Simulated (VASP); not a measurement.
Wanted: the native input for a VASP 6.6.1 run.

```
Task                   : single point
Functional             : PBE
Potentials or basis    : VASP PAW PBE potentials, release 64 (Ge_d)
Cutoff                 : 520 eV
k mesh                 : 14 × 14 × 10
Occupations            : fermi-dirac, width 0.1 eV
Spin                   : no spin polarisation
Dipole correction      : no
Further INCAR settings : ALGO = Normal; EDIFF = 1e-07; NBANDS = 21
```

The structure of Ge lies in POSCAR:

```
Ge
1.0
   -2.6892933676      2.6923252142      1.4850286703
    2.6923252142     -2.6892933676      1.4850286703
    2.7048101859      2.7048101859     -1.4794758376
Ge
2
Direct
    0.9999201564      0.0000798436      0.0000000000
    0.7500798436      0.2499201564      0.5000000000
```

One way to write it, as run:

INCAR

```
PREC = Accurate
ENCUT = 520
EDIFF = 1E-7
ISMEAR = -1
SIGMA = 0.1
LREAL = F
LASPH = T
NELM = 100
ALGO = Normal
ISIF = 2
LWAVE = F
LCHARG = T
GGA = PE
LELF = T
LVHAR = T
NBANDS = 21
```

KPOINTS

```
regular mesh
0
Gamma
  14 14 10
```

Potentials or basis: VASP PAW PBE potentials, release 64 (Ge_d).

Launch:

```console
$ cat potpaw_PBE.64/Ge_d/POTCAR > POTCAR
$ mpirun -np 1 vasp_std > vasp.out
```

It gave:

```json
{"Pressure": "-5.9 GPa", "Band gap on the k mesh": "zero (bands 14 and 15 overlap by 4.29 eV)"}
```

Caveat: the cell stands under tension.

Wall time 2.9 min on 1 thread of Intel(R) Xeon(R) 6975P-C (Granite Rapids), with other jobs on the host, peak memory 0.47 GiB.
